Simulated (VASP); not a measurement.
Write the native input for VASP 6.6.1 that does the following.

* Task: single point
* Functional: PBEsol
* Potentials or basis: VASP PAW PBE potentials, release 64 (O_h, C_h, H_h)
* Cutoff: 1000 eV
* k mesh: 1 × 1 × 1
* Occupations: fermi-dirac, width 0.02 eV
* Spin: no spin polarisation
* Dipole correction: no
* Further INCAR settings: LREAL = Auto; ALGO = Normal; EDIFF = 1e-06; NBANDS = 58

The structure of H2C2O3 lies in POSCAR:

```
H2C2O3
1.0
    7.1334920000      0.0000000000      0.0000000000
    0.0000000000      7.1334920000      0.0000000000
    0.0000000000      0.0000000000      7.1334920000
O C H
9 6 6
Direct
    0.7531514720      0.0071914288      0.7805433860
    0.8230891687      0.2026777348      1.0197810553
    0.7194793237      0.6697000571      0.1218898122
    0.5744031114      0.9392034084      0.1740802401
    0.0868158260      0.4661952379      0.1241047162
    0.2413824814      0.4053975248     -0.1490574322
   -0.0046260653      0.4070376752      0.5244416059
    1.1029661209      0.8517988105      0.2758396589
    0.4701764578      0.2324247367      0.4202570074
    0.8688591786      0.1254084255      0.8744104570
    0.6938537255      0.8292852925      0.2183923386
    0.2168643352      0.4851621057     -0.0066447120
   -0.0172426071      0.5188763091      0.6397988531
    1.2183514049      0.8665741827      0.3809775072
    0.5755105634      0.3335533284      0.4754193318
    0.6575180851      0.0244901095      0.8970921955
    1.0189539709      0.1481742743      0.8013186249
    0.6568872580      0.7044095655      0.0060419217
    0.7891787080      0.8119725935      0.3666787599
   -0.0311208031      0.3995658788      0.1073106972
    0.3267403959      0.6211684263      0.0316815383
```

These files were run (other wordings do the same):

INCAR

```
SYSTEM = H2C2O3
PREC     = Accurate       ! precision mode
ENCUT    = 1000           ! plane-wave cutoff, eV
EDIFF    = 1E-6           ! SCF threshold, eV
ISMEAR   = -1             ! smearing method
SIGMA    = 0.02           ! smearing width, eV
LREAL    = Auto         
LASPH    = .TRUE.         ! aspherical terms in the spheres
NELM     = 120            ! most SCF steps
ALGO     = Normal         ! electronic algorithm
ISIF     = 2              ! what is computed and relaxed
LWAVE    = .FALSE.        ! write WAVECAR
LCHARG   = .FALSE.        ! write CHGCAR
GGA      = PS             ! functional
NBANDS   = 58             ! bands
GGA_COMPAT= .FALSE.
```

KPOINTS

```
regular mesh
0
G
  1 1 1
  0 0 0
```

Potentials or basis: VASP PAW PBE potentials, release 64 (O_h, C_h, H_h).

The run is started by

```console
$ cat potpaw_PBE.64/O_h/POTCAR potpaw_PBE.64/C_h/POTCAR potpaw_PBE.64/H_h/POTCAR > POTCAR
$ mpirun -np 1 vasp_gam > vasp.out
```

It gave:

The pressure is -0.2 GPa and the largest force is 4.550 eV/Å.

Caveat: the k points lie up to 0.88 Å⁻¹ apart, too coarse for converged energies, forces and pressures; the PAW data sets were made with another functional, which shifts forces and pressure a little.

Run time: 120 s on 1 thread of Intel(R) Xeon(R) Platinum 8259CL CPU @ 2.50GHz (Skylake/Cascade Lake) (shared host), peak memory 0.95 GiB.
